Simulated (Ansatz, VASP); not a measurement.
InP in VASP and in Ansatz

File INCAR:

```
SYSTEM = InP
PREC = Accurate
ENCUT = 520
EDIFF = 1E-7
ISMEAR = 0
SIGMA = 0.15
LREAL = .False.
LASPH = .True.
NELM = 60
ALGO = Normal
ISIF = 2
LWAVE = .False.
LCHARG = .False.
GGA = PE
NBANDS = 16
```

Contents of KPOINTS:

```
Automatic mesh
0
Gamma
  20 20 20
  0 0 0
```

File POSCAR:

```
InP
1.0
    0.0000000000      2.8075277538      2.6969111603
    2.8075277538      0.0000000000      2.6969111603
    2.8075277538      2.8075277538      0.0000000000
In P
1 1
Direct
    0.0000000000      0.0000000000      0.0000000000
    0.5000000000      0.5000000000      0.5000000000
```

Input for Ansatz:

```yaml
crystal:
  lattice:
    - [0.0, 2.8075277538, 2.6969111603]
    - [2.8075277538, 0.0, 2.6969111603]
    - [2.8075277538, 2.8075277538, 0.0]
  atoms:
    - { symbol: In, position: [0.0, 0.0, 0.0] }
    - { symbol: P, position: [0.5, 0.5, 0.5] }
basis:
  ecutwfc: 420
kpoints:
  mp_grid: { grid: [20, 20, 20] }
hamiltonian:
  xc: pbe
scf:
  occupations: { method: gaussian, width: 0.15 }
output:
  forces: true
  stress: true
  eigenvalues: true
```

Alike in both runs: task single point; functional PBE; k mesh 20 × 20 × 20; occupations gaussian, width 0.15 eV; no spin polarisation.

|  | VASP | Ansatz |
| --- | --- | --- |
| version | VASP 6.6.1 | Ansatz 0.2.0 |
| potentials or method | VASP PAW PBE potentials, release 64 (In_d, P), cutoff 520 eV | scalar-relativistic, plane waves, PAW |
| valence electrons in the cell | 18 | 18 |

|  | VASP | Ansatz | Ansatz less VASP |
| --- | --- | --- | --- |
| gap on the k mesh at the Fermi level (eV) | none | none | - |
| pressure (GPa) | 0.2 | 0.2 | +0.03 |
| traceless stress, the component that is largest in VASP (GPa) | 3.09 | 3.10 | +0.014 |

A gap of «none» marks a metal or a gap that the smearing closes.
